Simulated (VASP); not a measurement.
# Al2InN3 (P4mm) in VASP: further runs, part 2 of 3

VASP 6.6.1. Earlier steps stand in the parts before.

## (3) Single point, PBE, collinear spin, ferromagnetic start

This run uses another cell than the first one, of 12.62 Å³/atom.

Input file INCAR:

```
PREC = Accurate
ENCUT = 520
EDIFF = 1E-6
ISMEAR = 0
SIGMA = 0.1
LREAL = F
LASPH = T
NELM = 150
ALGO = Normal
ISIF = 2
LWAVE = F
LCHARG = F
ISPIN = 2
MAGMOM = 0 0 0 1 1 1
LORBIT = 11
GGA = PE
NBANDS = 30
```

Input file KPOINTS:

```
Automatic mesh
0
Gamma
  6 6 2
```

Input file POSCAR:

```
Al2InN3
1.0
    2.9934415892      0.0000000000      0.0000000000
    0.0000000000      2.9934415892      0.0000000000
    0.0000000000      0.0000000000      8.4517620014
Al In N
2 1 3
Direct
    0.0000000000      0.0000000000     -0.0916115674
    0.5000000000      0.5000000000      0.6770447304
    0.5000000000      0.5000000000      0.1849558486
    0.0000000000      0.0000000000      0.6641712965
    0.0000000000      0.0000000000      0.1596283483
    0.5000000000      0.5000000000      0.9058113536
```

Potentials or basis: VASP PAW PBE potentials, release 64 (Al, In_d, N).

Started as:

```sh
> cat potpaw_PBE.64/Al/POTCAR potpaw_PBE.64/In_d/POTCAR potpaw_PBE.64/N/POTCAR > POTCAR
> mpirun -np 1 vasp_std > vasp.out
```

OUTCAR:

```text
PREC = Accurate
   ENCUT = 520
   EDIFF = 1E-6
   ISMEAR = 0
   LREAL = F
   LASPH = T
   NELM = 150
   ISIF = 2
   ISPIN = 2
   LORBIT = 11
   GGA = PE

 ion  position               nearest neighbor table
   1  0.000  0.000  0.908-   4 2.06   6 2.12   6 2.12   6 2.12   6 2.12   5 2.12   2 2.88   2 2.88
                             2 2.88   2 2.88   3 3.15   3 3.15   3 3.15   3 3.15
   2  0.500  0.500  0.677-   6 1.93   4 2.12   4 2.12   4 2.12   4 2.12   1 2.88   1 2.88   1 2.88
                             1 2.88
   3  0.500  0.500  0.185-   5 2.13   5 2.13   5 2.13   5 2.13   6 2.36   1 3.15   1 3.15   1 3.15
                             1 3.15
   4  0.000  0.000  0.664-   1 2.06   2 2.12   2 2.12   2 2.12   2 2.12
   5  0.000  0.000  0.160-   1 2.12   3 2.13   3 2.13   3 2.13   3 2.13
   6  0.500  0.500  0.906-   2 1.93   1 2.12   1 2.12   1 2.12   1 2.12   3 2.36

  LATTYP: Found a simple tetragonal cell.
 ALAT       =     2.9934415892
 C/A-ratio  =     2.8234263972

  Lattice vectors:

 A1 = (   2.9934415892,   0.0000000000,   0.0000000000)
 A2 = (   0.0000000000,   2.9934415892,   0.0000000000)
 A3 = (   0.0000000000,   0.0000000000,   8.4517620014)

Analysis of symmetry for initial positions (statically):
=====================================================================
 Subroutine PRICEL returns:
 Original cell was already a primitive cell.

 Routine SETGRP: Setting up the symmetry group for a
 simple tetragonal supercell.

 Subroutine GETGRP returns: Found  8 space group operations
 (whereof  8 operations were pure point group operations)
 out of a pool of 16 trial point group operations.

The static configuration has the point symmetry C_4v.

Analysis of symmetry for dynamics (positions and initial velocities):
=====================================================================
 Subroutine PRICEL returns:
 Original cell was already a primitive cell.

 Routine SETGRP: Setting up the symmetry group for a
 simple tetragonal supercell.

 Subroutine GETGRP returns: Found  8 space group operations
 (whereof  8 operations were pure point group operations)
 out of a pool of 16 trial point group operations.

The dynamic configuration has the point symmetry C_4v.

Analysis of structural, dynamic, and magnetic symmetry:
=====================================================================
 Subroutine PRICEL returns:
 Original cell was already a primitive cell.

 Routine SETGRP: Setting up the symmetry group for a
 simple tetragonal supercell.

 Subroutine GETGRP returns: Found  8 space group operations
 (whereof  8 operations were pure point group operations)
 out of a pool of 16 trial point group operations.

The overall configuration has the point symmetry C_4v.

 Subroutine INISYM returns: Found  8 space group operations
 (whereof  8 operations are pure point group operations),
 and found     1 'primitive' translations

----------------------------------------------------------------------------------------

                                     Primitive cell

  volume of cell :      75.7336

  direct lattice vectors                    reciprocal lattice vectors
     2.993441589  0.000000000  0.000000000     0.334063642  0.000000000  0.000000000
     0.000000000  2.993441589  0.000000000     0.000000000  0.334063642  0.000000000
     0.000000000  0.000000000  8.451762001     0.000000000  0.000000000  0.118318523

[... 95 lines left out ...]
   TEBEG  =    0.0;   TEEND  =   0.0 temperature during run
   PSTRESS=    0.0 pullay stress
   NELECT =      34.0000    total number of electrons
   NUPDOWN=      -1.0000    fix difference up-down
   EMIN   =  10.00;   EMAX   =-10.00  energy-range for DOS
   EFERMI =   0.00;   METHOD = LEGACY
   ISMEAR =     0;   SIGMA  =   0.10  broadening in eV -4-tet -1-fermi 0-gaus
   EFERMI_NEDOS =   21; number of points for ismear=-14 and -15
   IALGO  =     38    algorithm
   IMIX   =      4    mixing-type and parameters
     AMIX     =   0.40;   BMIX     =  1.00
     AMIX_MAG =   1.60;   BMIX_MAG =  1.00
  volume/ion in A,a.u.               =      12.62        85.18
  Fermi-wavevector in a.u.,A,eV,Ry     =   1.253540  2.368847 21.379685  1.571362
  Thomas-Fermi vector in A             =   2.387388
   LORBIT       =     11    0 simple, 1 ext, 2 COOP (PROOUT), +10 PAW based schemes
   GGA     = PE    functional components
   LHFCALC =     F    Hartree Fock is set to
   AEXX    =    0.0000 exact exchange contribution
   IVDW    =     0    specifies the selected vdW correction
   LEPSILON=     F    determine dielectric tensor
   LRPA    =     F    only Hartree local field effects (RPA)
 spin polarized calculation
 Gauss-broadening in eV      SIGMA  =   0.10
  energy-cutoff  :      520.00
  volume of cell :       75.73
 maximum number of plane-waves:      2061
 NGX is ok and might be reduce to    24
   NGX = 11   NGY = 11   NGZ = 31

 number of electron      34.0000010 magnetization       0.0009265

 number of electron      34.0000010 magnetization      -0.0001836

 Free energy of the ion-electron system (eV)
  ---------------------------------------------------
  ext. energy  EPLUGINS =         0.00000000
  ---------------------------------------------------
  free energy    TOTEN  =       -37.24003562 eV

  energy without entropy =      -37.24003475  energy(sigma->0) =      -37.24003519

 E-fermi :   7.3692     XC(G=0): -10.4722

 val. band max:        7.0720198829   @ k =   0.5000   0.0000   0.0000
 cond. band min:       7.6435867101   @ k =   0.0000   0.0000   0.0000
 fundamental gap:      0.5715668272
 Fermi energy:         7.3692366203

 spin component 1

 k-point     1 :       0.0000    0.0000    0.0000
  band No.  band energies     occupation
      1     -10.0214      1.00000
      2      -9.1339      1.00000
      3      -7.6668      1.00000
      4      -7.2483      1.00000
      5      -7.0662      1.00000
      6      -7.0662      1.00000
[... 629 lines left out ...]
     28      17.2177      0.00000
     29      17.3301      0.00000
 Fermi energy:         7.3692366203

 spin component 2

 k-point     1 :       0.0000    0.0000    0.0000
  band No.  band energies     occupation
      1     -10.0215      1.00000
      2      -9.1339      1.00000
      3      -7.6668      1.00000
      4      -7.2483      1.00000
      5      -7.0663      1.00000
      6      -7.0663      1.00000
[... 629 lines left out ...]
     28      17.2176      0.00000
     29      17.3300      0.00000
 [bands above 29 left out]

------------------------ aborting loop because EDIFF is reached ----------------------------------------

  FORCE on cell =-STRESS in cart. coord.  units (eV):
  Direction    XX          YY          ZZ          XY          YZ          ZX
  --------------------------------------------------------------------------------------
  -------------------------------------------------------------------------------------
  Total       -0.1389253     -0.1389253     -0.0491026      0.0000000      0.0000000      0.0000000
  in kB       -2.9390242     -2.9390242     -1.0387868      0.0000000      0.0000000      0.0000000
  external PRESSURE =      -2.3056117 kB  Pullay stress =       0.0000000 kB

 VOLUME and BASIS-vectors are now :
 -----------------------------------------------------------------------------
  energy-cutoff  :      520.00
  volume of cell :       75.73
      direct lattice vectors                 reciprocal lattice vectors
     2.993441589  0.000000000  0.000000000     0.334063642  0.000000000  0.000000000
     0.000000000  2.993441589  0.000000000     0.000000000  0.334063642  0.000000000
     0.000000000  0.000000000  8.451762001     0.000000000  0.000000000  0.118318523

 POSITION                                       TOTAL-FORCE (eV/Angst)
 -----------------------------------------------------------------------------------
      0.00000      0.00000      7.67748        -0.000000      0.000000      0.013550
      1.49672      1.49672      5.72222        -0.000000      0.000000     -0.006387
      1.49672      1.49672      1.56320        -0.000000     -0.000000     -0.005605
      0.00000      0.00000      5.61342         0.000000      0.000000      0.009526
      0.00000      0.00000      1.34914         0.000000      0.000000     -0.020468
      1.49672      1.49672      7.65570        -0.000000      0.000000      0.009384
 -----------------------------------------------------------------------------------
    total drift:                                0.000000     -0.000000     -0.000033

  FREE ENERGIE OF THE ION-ELECTRON SYSTEM (eV)
  ---------------------------------------------------
  free  energy   TOTEN  =       -37.2400356248 eV

  energy  without entropy=      -37.2400347506  energy(sigma->0) =      -37.24003519

 total charge

# of ion       s       p       d       tot
------------------------------------------
    1        0.317   0.355   0.000   0.672
    2        0.324   0.341   0.000   0.665
    3        0.744   0.787  10.075  11.607
    4        1.228   2.470   0.000   3.698
    5        1.258   2.502   0.000   3.760
    6        1.225   2.554   0.000   3.780
--------------------------------------------------
tot          5.097   9.010  10.075  24.182

 magnetization (x)

# of ion       s       p       d       tot
------------------------------------------
    1       -0.000  -0.000   0.000  -0.000
    2       -0.000  -0.000   0.000  -0.000
    3       -0.000  -0.000   0.000  -0.000
    4        0.000   0.000   0.000   0.000
    5        0.000   0.000   0.000   0.000
    6        0.000   0.000   0.000   0.000
--------------------------------------------------
tot          0.000   0.000   0.000   0.000
```

OSZICAR:

```text
N       E                     dE             d eps       ncg     rms          rms(c)
DAV:   1     0.294081922668E+03    0.29408E+03   -0.14995E+04  2424   0.124E+03
DAV:   2    -0.172851367526E+01   -0.29581E+03   -0.26481E+03  2564   0.363E+02
DAV:   3    -0.418879315149E+02   -0.40159E+02   -0.39096E+02  2864   0.121E+02
DAV:   4    -0.436490629761E+02   -0.17611E+01   -0.17524E+01  3036   0.270E+01
DAV:   5    -0.437027978127E+02   -0.53735E-01   -0.53726E-01  3288   0.493E+00    0.176E+01
DAV:   6    -0.372685044837E+02    0.64343E+01   -0.14199E+01  3570   0.440E+01    0.937E+00
DAV:   7    -0.373040814143E+02   -0.35577E-01   -0.19433E+00  2998   0.916E+00    0.409E+00
DAV:   8    -0.372603302951E+02    0.43751E-01   -0.18078E-01  3464   0.310E+00    0.238E+00
DAV:   9    -0.372458891636E+02    0.14441E-01   -0.20714E-02  3388   0.138E+00    0.116E+00
DAV:  10    -0.372384541785E+02    0.74350E-02   -0.12062E-02  3624   0.169E+00    0.266E-01
DAV:  11    -0.372392911824E+02   -0.83700E-03   -0.38973E-03  2846   0.445E-01    0.167E-01
DAV:  12    -0.372398081901E+02   -0.51701E-03   -0.60181E-04  2990   0.155E-01    0.922E-02
DAV:  13    -0.372399792961E+02   -0.17111E-03   -0.12267E-04  2766   0.808E-02    0.395E-02
DAV:  14    -0.372400280893E+02   -0.48793E-04   -0.53612E-05  2964   0.468E-02    0.128E-02
DAV:  15    -0.372400332865E+02   -0.51971E-05   -0.80769E-06  3074   0.180E-02    0.950E-03
DAV:  16    -0.372400352130E+02   -0.19266E-05   -0.21830E-06  2456   0.866E-03    0.444E-03
DAV:  17    -0.372400356248E+02   -0.41176E-06   -0.49438E-07  2100   0.419E-03
   1 F= -.37240036E+02 E0= -.37240035E+02  d E =-.874195E-06  mag=    -0.0001
```

stdout:

```text
POSCAR found type information on POSCAR AlInN
 POSCAR found :  3 types and       6 ions
 scaLAPACK will be used
 LDA part: xc-table for (Slater+PW92), standard interpolation
 POSCAR, INCAR and KPOINTS ok, starting setup
 FFT: planning ... GRIDC
 FFT: planning ... GRID_SOFT
 FFT: planning ... GRID
 WAVECAR not read
 entering main loop
```

Wall time 88 s (1 thread of Intel Xeon Platinum 8259CL at 2.50GHz (Skylake/Cascade Lake), shared host); peak memory 0.25 GiB.

Results:

- Free energy: -37.2400 eV
- Pressure: -0.2 GPa
- Largest force: 0.020 eV/Å
- Band gap on the k mesh: 0.57 eV (least direct gap 1.32 eV)
- Net moment: 0.00 μB per cell
- Valence electrons inside the program's atomic spheres: Al 0.67; In 11.61; N 3.70, 3.76, 3.78

Forces on the atoms (eV/Å):
```
Al   0.000  0.000  0.014
Al   0.000  0.000 -0.006
In   0.000  0.000 -0.006
N    0.000  0.000  0.010
N    0.000  0.000 -0.020
N    0.000  0.000  0.009
```

Stress tensor (GPa, compression positive):
```
-0.29  0.00  0.00
 0.00 -0.29  0.00
 0.00  0.00 -0.10
```

Caveat: spin-orbit coupling is left out, which moves the levels of the heavy elements.

## (4) Single point, PBE

This run uses another cell than the first one, of 12.66 Å³/atom.

Input file INCAR:

```
SYSTEM = Al2InN3
PREC = Accurate ; ENCUT = 520
EDIFF = 1E-6 ; ISMEAR = 0
SIGMA = 0.02 ; LREAL = .False.
LASPH = .True. ; NELM = 100
ALGO = Normal ; ISIF = 2
LWAVE = .False. ; LCHARG = .True.
GGA = PE ; LELF = .True.
LVHAR = .True. ; NBANDS = 26
```

Input file KPOINTS:

```
Automatic mesh
0
Gamma
  12 12 4
  0 0 0
```

Input file POSCAR:

```
Al2InN3
1.0
    2.9912545603      0.0000000000      0.0000000000
    0.0000000000      2.9912545603      0.0000000000
    0.0000000000      0.0000000000      8.4876514712
Al In N
2 1 3
Direct
    0.0000000000      0.0000000000      0.9085136508
    0.5000000000      0.5000000000      0.6779306776
    0.5000000000      0.5000000000      0.1839011130
    0.0000000000      0.0000000000      0.6652859339
    0.0000000000      0.0000000000      0.1583755322
    0.5000000000      0.5000000000      0.9059931025
```

Started as:

```sh
> cat potpaw_PBE.64/Al/POTCAR potpaw_PBE.64/In_d/POTCAR potpaw_PBE.64/N/POTCAR > POTCAR
> mpirun -np 1 vasp_std > vasp.out
```

Wall time 2.2 min (1 thread of Intel Xeon Platinum 8259CL at 2.50GHz (Skylake/Cascade Lake), shared host); peak memory 0.29 GiB.

The run converged. Its results:

```yaml
Free_energy: -37.2531 eV
Pressure: 0.0 GPa
Largest_force: 0.014 eV/Å
Band_gap_on_the_k_mesh: 0.58 eV (least direct gap 1.33 eV)
```

Forces on the atoms (eV/Å):
```
Al   0.000  0.000  0.004
Al   0.000  0.000  0.003
In   0.000  0.000  0.004
N    0.000  0.000 -0.006
N    0.000  0.000  0.009
N    0.000  0.000 -0.014
```

Stress tensor (GPa, compression positive):
```
 0.08  0.00  0.00
 0.00  0.08  0.00
 0.00  0.00 -0.02
```

Levels at points of the mesh, in eV from the valence-band top:
| k point | band 15 | band 16 | band 17 | band 18 | band 19 | band 20 |
| --- | --- | --- | --- | --- | --- | --- |
| (0.00, 0.00, 0.00) | -1.96 | -0.75 | -0.75 | 0.58 | 3.40 | 4.06 |
| (0.50, 0.00, 0.00) | -1.38 | -0.91 | 0.00 | 1.76 | 4.88 | 5.04 |
| (0.50, 0.50, 0.00) | -3.52 | -2.88 | -1.72 | 0.75 | 2.97 | 4.83 |
| (0.00, 0.00, 0.50) | -2.08 | -0.74 | -0.74 | 1.40 | 2.50 | 4.48 |
| (0.50, 0.00, 0.50) | -1.29 | -0.91 | 0.00 | 2.30 | 4.24 | 4.33 |
| (0.50, 0.50, 0.50) | -3.53 | -2.81 | -1.82 | 1.11 | 2.25 | 5.01 |

Caveat: spin-orbit coupling is left out, which moves the levels of the heavy elements. A k mesh can miss the band edges.

## (5) Single point, PBE, collinear spin, ferromagnetic start

Input file INCAR:

```
SYSTEM = Al2InN3
PREC     = Accurate       ! precision mode
ENCUT    = 520            ! plane-wave cutoff, eV
EDIFF    = 1E-6           ! SCF threshold, eV
ISMEAR   = 0              ! smearing method
SIGMA    = 0.1            ! smearing width, eV
LREAL    = .FALSE.        ! projectors in reciprocal space
LASPH    = .TRUE.         ! aspherical terms in the spheres
NELM     = 150            ! most SCF steps
ALGO     = Normal         ! electronic algorithm
ISIF     = 2              ! what is computed and relaxed
LWAVE    = .FALSE.        ! write WAVECAR
LCHARG   = .FALSE.        ! write CHGCAR
ISPIN    = 2              ! spin polarisation
MAGMOM   = 0 0 0 1 1 1    ! initial moments
LORBIT   = 11             ! projections on sites
GGA      = PE             ! functional
NBANDS   = 30             ! bands
```

Input file KPOINTS:

```
regular mesh
0
G
  6 6 2
  0 0 0
```

Input file POSCAR:

```
Al2InN3
1.0
    3.2943083400      0.0000000000      0.0000000000
    0.0000000000      3.2943083400      0.0000000000
    0.0000000000      0.0000000000      8.0305118100
Al In N
2 1 3
Direct
    0.0000000000      0.0000000000      0.0094770000
    0.5000000000      0.5000000000      0.4938240100
    0.5000000000      0.5000000000      0.1658110000
    0.0000000000      0.0000000000      0.6709480300
    0.0000000000      0.0000000000      0.3257620000
    0.5000000000      0.5000000000      0.8341779700
```

Started as:

```sh
> cat potpaw_PBE.64/Al/POTCAR potpaw_PBE.64/In_d/POTCAR potpaw_PBE.64/N/POTCAR > POTCAR
> mpirun -np 1 vasp_std > vasp.out
```

It took 1.8 min on 1 thread of Intel Xeon Platinum 8259CL at 2.50GHz (Skylake/Cascade Lake), shared host; peak memory 0.28 GiB.

It converged, with:

| Property | Result |
| --- | --- |
| Free energy | -24.1144 eV |
| Pressure | -10.9 GPa |
| Largest force | 4.440 eV/Å |
| Net moment | 1.63 μB per cell |
| Site moments | Al -0.02, -0.03; In +0.01; N +0.66, +0.05, +0.49 μB |
| Valence electrons inside the program's atomic spheres | Al 0.70, 0.60; In 11.58; N 3.32, 3.44, 3.33 |

Forces in eV/Å, atoms in the order of the input:
```
Al   0.000  0.000 -4.440
Al   0.000  0.000  2.827
In   0.000  0.000  1.435
N    0.000  0.000 -0.950
N    0.000  0.000 -0.290
N    0.000  0.000  1.417
```

Stress tensor (GPa, compression positive):
```
 -7.54   0.00   0.00
  0.00  -7.54   0.00
  0.00   0.00 -17.71
```

Levels at points of the mesh, in eV from the Fermi level:
Spin up:
| k point | band 14 | band 15 | band 16 | band 17 | band 18 | band 19 | band 20 | band 21 | band 22 | band 23 |
| --- | --- | --- | --- | --- | --- | --- | --- | --- | --- | --- |
| (0.00, 0.00, 0.00) | -1.47 | -1.47 | -1.28 | -0.20 | 0.00 | 0.00 | 1.83 | 4.15 | 4.15 | 4.55 |
| (0.50, 0.00, 0.00) | -2.31 | -1.08 | -0.66 | -0.64 | -0.54 | 0.61 | 1.86 | 3.33 | 3.70 | 5.20 |
| (0.50, 0.50, 0.00) | -3.40 | -2.80 | -2.27 | -2.27 | -1.18 | 0.15 | 0.56 | 0.56 | 1.52 | 3.18 |
| (0.00, 0.00, 0.50) | -1.76 | -1.76 | -1.39 | -0.39 | 0.11 | 0.11 | 2.66 | 3.54 | 4.13 | 4.13 |
| (0.50, 0.00, 0.50) | -1.08 | -0.72 | -0.64 | -0.54 | -0.21 | 0.16 | 1.77 | 3.39 | 3.62 | 5.16 |
| (0.50, 0.50, 0.50) | -3.02 | -2.15 | -2.01 | -1.27 | -1.27 | -0.22 | -0.22 | 0.07 | 1.02 | 4.59 |
Spin down:
```
           k point  band 12  band 13  band 14  band 15  band 16  band 17  band 18  band 19  band 20  band 21
(0.00, 0.00, 0.00)    -1.81    -1.81    -0.72    -0.72    -0.48     0.39     1.09     1.09     2.02     4.27
(0.50, 0.00, 0.00)    -2.71    -2.02    -1.76    -0.97     0.13     0.23     0.71     1.45     2.32     3.57
(0.50, 0.50, 0.00)    -3.16    -2.85    -2.85    -2.39    -1.89    -1.89    -0.36     0.35     1.17     1.17
(0.00, 0.00, 0.50)    -1.76    -1.76    -0.85    -0.85    -0.47     0.06     1.21     1.21     3.05     3.81
(0.50, 0.00, 0.50)    -3.78    -3.45    -0.97    -0.18     0.23     0.59     0.71     1.21     2.12     3.65
(0.50, 0.50, 0.50)    -3.43    -3.43    -2.84    -1.53    -1.43    -0.67    -0.67     0.13     0.16     0.16
```

Caveat: the k points lie up to 0.39 Å⁻¹ apart; spin-orbit coupling is left out, which moves the levels of the heavy elements; forces of over 1 eV/Å act on the atoms, so gaps and moduli don't describe the material at rest.

(Continued in part 3 of 3.)
